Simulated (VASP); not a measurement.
# Tl (P2_1/c) in VASP: single point with PBE

Aim: the single point of Tl with PBE.

All numbers are computed with VASP 6.6.1; they aren't measurements. Logs are shortened: lines on timing, memory, paths and dates and some standing lists are left out, and cuts for length are marked.

**1. The cell of the first run**

It takes space group P2_1/c (No. 14, monoclinic). The conventional cell has a = 5.797 Å, b = 6.300 Å, c = 6.294 Å, α = 90.00°, β = 114.40°, γ = 90.00°. Tl (site symmetry -1) has 6 Tl at 3.16 to 3.47 Å within 4.2 Å. Within 4.2 Å of Tl (site symmetry 1) lie 9 Tl at 3.16 to 4.17 Å.

**2. Single point, PBE**

The input, INCAR:

```
ALGO = Fast ; EDIFF = 1E-6
ENCUT = 520 ; GGA = PE
ISIF = 2 ; ISMEAR = 0
LASPH = True ; LCHARG = False
LREAL = False ; LWAVE = False
NBANDS = 48 ; NELM = 100
PREC = Accurate ; SIGMA = 0.1
```

The input, KPOINTS:

```
k-points
0
Gamma
  4 4 4
```

The input, POSCAR:

```
Tl
1.0
    5.7965060289      0.0000000000      0.0000000000
    0.0000000000      6.3003505206      0.0000000000
   -2.6000486598      0.0000000000      5.7317771546
Tl
6
Direct
    0.0000000000      0.0000000000      0.0000000000
    0.0000000000      0.5000000000      0.5000000000
    0.4250000000      0.3600000000      0.2650000000
    0.5750000000      0.8600000000      0.2350000000
    0.5750000000      0.6400000000      0.7350000000
    0.4250000000      0.1400000000      0.7650000000
```

Potentials or basis: VASP PAW PBE potentials, release 64 (Tl_d).

On the command line:

```console
$ cat potpaw_PBE.64/Tl_d/POTCAR > POTCAR
$ mpirun -np 1 vasp_std > vasp.out
```

OUTCAR:

```text
EDIFF = 1E-6
   ENCUT = 520
   GGA = PE
   ISIF = 2
   ISMEAR = 0
   LASPH = True
   LREAL = False
   NELM = 100
   PREC = Accurate

 ion  position               nearest neighbor table
   1  0.000  0.000  0.000-   4 3.16   6 3.16   5 3.26   3 3.26   6 3.47   4 3.47
   2  0.000  0.500  0.500-   5 3.16   3 3.16   6 3.26   4 3.26   3 3.47   5 3.47
   3  0.425  0.360  0.265-   2 3.16   5 3.24   1 3.26   4 3.29   4 3.29   6 3.44   6 3.44   2 3.47

   4  0.575  0.860  0.235-   1 3.16   6 3.24   2 3.26   3 3.29   3 3.29   5 3.44   5 3.44   1 3.47

   5  0.575  0.640  0.735-   2 3.16   3 3.24   1 3.26   6 3.29   6 3.29   4 3.44   4 3.44   2 3.47

   6  0.425  0.140  0.765-   1 3.16   4 3.24   2 3.26   5 3.29   5 3.29   3 3.44   3 3.44   1 3.47

  LATTYP: Found a simple monoclinic cell.
 ALAT       =     5.7965060289
 B/A-ratio  =     1.0869221026
 C/A-ratio  =     1.0858140041
 COS(beta)  =    -0.4131043283

  Lattice vectors:

 A1 = (   5.7965060289,   0.0000000000,   0.0000000000)
 A2 = (   0.0000000000,   6.3003505206,   0.0000000000)
 A3 = (  -2.6000486598,   0.0000000000,   5.7317771546)

Analysis of symmetry for initial positions (statically):
=====================================================================
 Subroutine PRICEL returns:
 Original cell was already a primitive cell.

 Routine SETGRP: Setting up the symmetry group for a
 simple monoclinic supercell.

 Subroutine GETGRP returns: Found  4 space group operations
 (whereof  2 operations were pure point group operations)
 out of a pool of  4 trial point group operations.

The static configuration has the point symmetry S_2 .
 The point group associated with its full space group is C_2h.

Analysis of symmetry for dynamics (positions and initial velocities):
=====================================================================
 Subroutine PRICEL returns:
 Original cell was already a primitive cell.

 Routine SETGRP: Setting up the symmetry group for a
 simple monoclinic supercell.

 Subroutine GETGRP returns: Found  4 space group operations
 (whereof  2 operations were pure point group operations)
 out of a pool of  4 trial point group operations.

The dynamic configuration has the point symmetry S_2 .
 The point group associated with its full space group is C_2h.

 Subroutine INISYM returns: Found  4 space group operations
 (whereof  2 operations are pure point group operations),
 and found     1 'primitive' translations

----------------------------------------------------------------------------------------

                                     Primitive cell

  volume of cell :     209.3246

  direct lattice vectors                    reciprocal lattice vectors
     5.796506029  0.000000000  0.000000000     0.172517719  0.000000000  0.078257485
     0.000000000  6.300350521  0.000000000     0.000000000  0.158721328  0.000000000
    -2.600048660  0.000000000  5.731777155     0.000000000  0.000000000  0.174465959

  length of vectors
     5.796506029  6.300350521  6.293927421     0.189437582  0.158721328  0.174465959

  position of ions in fractional coordinates (direct lattice)
     0.000000000  0.000000000  0.000000000
     0.000000000  0.500000000  0.500000000
     0.425000000  0.360000000  0.265000000
     0.575000000  0.860000000  0.235000000
     0.575000000  0.640000000  0.735000000
     0.425000000  0.140000000  0.765000000

  ion indices of the primitive-cell ions
   primitive index   ion index
                 1           1
                 2           2
                 3           3
                 4           4
                 5           5
                 6           6

----------------------------------------------------------------------------------------

 KPOINTS: k-points

Automatic generation of k-mesh.
 Grid dimensions read from file:
 generate k-points for:    4    4    4

 Generating k-lattice:

  Cartesian coordinates                     Fractional coordinates (reciprocal lattice)
     0.043129430  0.000000000  0.019564371     0.250000000  0.000000000  0.000000000
     0.000000000  0.039680332  0.000000000     0.000000000  0.250000000  0.000000000
     0.000000000  0.000000000  0.043616490     0.000000000  0.000000000  0.250000000

  Length of vectors
     0.047359395  0.039680332  0.043616490

  Shift w.r.t. Gamma in fractional coordinates (k-lattice)
     0.000000000  0.000000000  0.000000000

 Subroutine IBZKPT returns following result:
 ===========================================

 Found     30 irreducible k-points:

 Following reciprocal coordinates:
            Coordinates               Weight
  0.000000  0.000000  0.000000      1.000000
  0.250000  0.000000  0.000000      2.000000
  0.500000  0.000000  0.000000      1.000000
  0.000000  0.250000  0.000000      2.000000
  0.250000  0.250000  0.000000      4.000000
  0.500000  0.250000  0.000000      2.000000
[... 16 lines left out ...]
  0.250000  0.000000  0.500000      2.000000
  0.500000  0.000000  0.500000      1.000000
 [... further k-points ...]
   k-points           NKPTS =     30   k-points in BZ     NKDIM =     30   number of bands    NBANDS=     48
   number of dos      NEDOS =    301   number of ions     NIONS =      6
   total plane-waves  NPLWV = 110592
   dimension x,y,z NGX =    48 NGY =   48 NGZ =   48
   dimension x,y,z NGXF=    96 NGYF=   96 NGZF=   96
   ions per type =               6
   NGX,Y,Z   is equivalent  to a cutoff of  13.77, 12.67, 12.68 a.u.
   NGXF,Y,Z  is equivalent  to a cutoff of  27.53, 25.33, 25.36 a.u.
 SYSTEM =  unknown system
   PREC   = accura    normal or accurate (medium, high low for compatibility)
   ISTART =      0    job   : 0-new  1-cont  2-samecut
   ICHARG =      2    charge: 1-file 2-atom 10-const
   ISPIN  =      1    spin polarized calculation?
   LNONCOLLINEAR =      F non collinear calculations
   LSORBIT =      F    spin-orbit coupling
   LASPH  =      T    aspherical Exc in radial PAW
   ENCUT  =  520.0 eV  38.22 Ry    6.18 a.u.  10.78 11.71 11.70*2*pi/ulx,y,z
   NELM   =    100;   NELMIN=  2; NELMDL= -5     # of ELM steps
   EDIFF  = 0.1E-05   stopping-criterion for ELM
   LREAL  =      F    real-space projection
   EDIFFG = 0.1E-04   stopping-criterion for IOM
   NSW    =      0    number of steps for IOM
   IBRION =     -1    ionic relax: 0-MD 1-quasi-New 2-CG
   NFREE  =      0    steps in history (QN), initial steepest desc. (CG)
   ISIF   =      2    stress and relaxation
   ISYM   =      2    0-nonsym 1-usesym 2-fastsym
   POTIM  = 0.5000    time-step for ionic-motion
   TEBEG  =    0.0;   TEEND  =   0.0 temperature during run
   PSTRESS=    0.0 pullay stress
   NELECT =      78.0000    total number of electrons
   NUPDOWN=      -1.0000    fix difference up-down
   EMIN   =  10.00;   EMAX   =-10.00  energy-range for DOS
   EFERMI =   0.00;   METHOD = LEGACY
   ISMEAR =     0;   SIGMA  =   0.10  broadening in eV -4-tet -1-fermi 0-gaus
   EFERMI_NEDOS =   21; number of points for ismear=-14 and -15
   IALGO  =     68    algorithm
   IMIX   =      4    mixing-type and parameters
     AMIX     =   0.40;   BMIX     =  1.00
     AMIX_MAG =   1.60;   BMIX_MAG =  1.00
  volume/ion in A,a.u.               =      34.89       235.43
  Fermi-wavevector in a.u.,A,eV,Ry     =   1.178057  2.226205 18.882411  1.387818
  Thomas-Fermi vector in A             =   2.314393
   LORBIT       =      0    0 simple, 1 ext, 2 COOP (PROOUT), +10 PAW based schemes
   GGA     = PE    functional components
   LHFCALC =     F    Hartree Fock is set to
   AEXX    =    0.0000 exact exchange contribution
   IVDW    =     0    specifies the selected vdW correction
   LEPSILON=     F    determine dielectric tensor
   LRPA    =     F    only Hartree local field effects (RPA)
 non-spin polarized calculation
 RMM-DIIS sequential band-by-band and
 Gauss-broadening in eV      SIGMA  =   0.10
  energy-cutoff  :      520.00
  volume of cell :      209.32
 maximum number of plane-waves:      5659
 NGX is ok and might be reduce to    48
   NGX = 21   NGY = 23   NGZ = 23

 number of electron      77.9999997 magnetization

 Free energy of the ion-electron system (eV)
  ---------------------------------------------------
  ext. energy  EPLUGINS =         0.00000000
  ---------------------------------------------------
  free energy    TOTEN  =       -12.19996249 eV

  energy without entropy =      -12.17964834  energy(sigma->0) =      -12.18980541

 E-fermi :   4.7601     XC(G=0):  -9.0948

 val. band max:        4.7600162754   @ k =   0.2500   0.2500   0.0000
 cond. band min:       4.7653970685   @ k =   0.2500   0.2500   0.2500
 fundamental gap:      0.0053807932
 Fermi energy:         4.7600753547

 k-point     1 :       0.0000    0.0000    0.0000
  band No.  band energies     occupation
      1      -7.2458      2.00000
      2      -7.1445      2.00000
      3      -7.0870      2.00000
      4      -7.0830      2.00000
      5      -7.0169      2.00000
      6      -6.9990      2.00000
[... 40 lines left out ...]
     47       8.0019      0.00000
     48       8.0472      0.00000

 k-point     2 :       0.2500    0.0000    0.0000
  band No.  band energies     occupation
      1      -7.1949      2.00000
      2      -7.1717      2.00000
      3      -7.1469      2.00000
      4      -7.0955      2.00000
      5      -7.0363      2.00000
      6      -7.0192      2.00000
[... 40 lines left out ...]
     47       8.6157      0.00000
     48       9.9623      0.00000

 k-point     3 :       0.5000    0.0000    0.0000
  band No.  band energies     occupation
      1      -7.2947      2.00000
      2      -7.2636      2.00000
      3      -7.1159      2.00000
      4      -7.0568      2.00000
      5      -7.0513      2.00000
      6      -6.9624      2.00000
[... 40 lines left out ...]
     47       9.1059      0.00000
     48       9.5316      0.00000

 k-point     4 :       0.0000    0.2500    0.0000
  band No.  band energies     occupation
      1      -7.2185      2.00000
      2      -7.1282      2.00000
      3      -7.1244      2.00000
      4      -7.0568      2.00000
      5      -7.0207      2.00000
      6      -6.9734      2.00000
[... 958 lines left out ...]
     47       9.7371      0.00000
     48       9.7378      0.00000

 k-point    23 :       0.2500    0.0000    0.5000
  band No.  band energies     occupation
      1      -7.2959      2.00000
      2      -7.2042      2.00000
      3      -7.1021      2.00000
      4      -7.0749      2.00000
      5      -7.0466      2.00000
      6      -7.0005      2.00000
[... 40 lines left out ...]
     47       9.5909      0.00000
     48       9.6722      0.00000

 k-point    24 :       0.5000    0.0000    0.5000
  band No.  band energies     occupation
      1      -7.2372      2.00000
      2      -7.2372      2.00000
      3      -7.1188      2.00000
      4      -7.1188      2.00000
      5      -7.0224      2.00000
      6      -7.0224      2.00000
[... 40 lines left out ...]
     47       9.6482      0.00000
     48       9.6482      0.00000

 [... further k-points ...]

------------------------ aborting loop because EDIFF is reached ----------------------------------------

  FORCE on cell =-STRESS in cart. coord.  units (eV):
  Direction    XX          YY          ZZ          XY          YZ          ZX
  --------------------------------------------------------------------------------------
  -------------------------------------------------------------------------------------
  Total        1.7440504      1.9964967      1.4366384      0.0000000      0.0000000      0.8756454
  in kB       13.3490175     15.2812497     10.9960763      0.0000000      0.0000000      6.7022180
  external PRESSURE =      13.2087812 kB  Pullay stress =       0.0000000 kB

 VOLUME and BASIS-vectors are now :
 -----------------------------------------------------------------------------
  energy-cutoff  :      520.00
  volume of cell :      209.32
      direct lattice vectors                 reciprocal lattice vectors
     5.796506029  0.000000000  0.000000000     0.172517719  0.000000000  0.078257485
     0.000000000  6.300350521  0.000000000     0.000000000  0.158721328  0.000000000
    -2.600048660  0.000000000  5.731777155     0.000000000  0.000000000  0.174465959

 POSITION                                       TOTAL-FORCE (eV/Angst)
 -----------------------------------------------------------------------------------
      0.00000      0.00000      0.00000         0.000000      0.000000      0.000000
     -1.30002      3.15018      2.86589         0.000000      0.000000      0.000000
      1.77450      2.26813      1.51892        -0.191582     -0.027689     -0.299969
      2.72198      5.41830      1.34697         0.191582     -0.027689      0.299969
      1.42196      4.03222      4.21286         0.191582      0.027689      0.299969
      0.47448      0.88205      4.38481        -0.191582      0.027689     -0.299969
 -----------------------------------------------------------------------------------
    total drift:                               -0.000000     -0.000000      0.000000

  FREE ENERGIE OF THE ION-ELECTRON SYSTEM (eV)
  ---------------------------------------------------
  free  energy   TOTEN  =       -12.1999624853 eV

  energy  without entropy=      -12.1796483366  energy(sigma->0) =      -12.18980541
```

Run time: 3.5 min. Hardware: 1 thread of Intel Xeon Platinum 8259CL at 2.50GHz (Skylake/Cascade Lake), shared host; peak memory 0.43 GiB.

Results:

* Free energy: -12.2000 eV
* Pressure: 1.3 GPa
* Largest force: 0.357 eV/Å
* Band gap on the k mesh: zero (bands 39 and 40 overlap by 1.96 eV)

Forces on the atoms (eV/Å):
```
Tl   0.000  0.000  0.000
Tl   0.000  0.000  0.000
Tl  -0.192 -0.028 -0.300
Tl   0.192 -0.028  0.300
Tl   0.192  0.028  0.300
Tl  -0.192  0.028 -0.300
```

Caveat: spin-orbit coupling is left out, which moves the levels of the heavy elements.
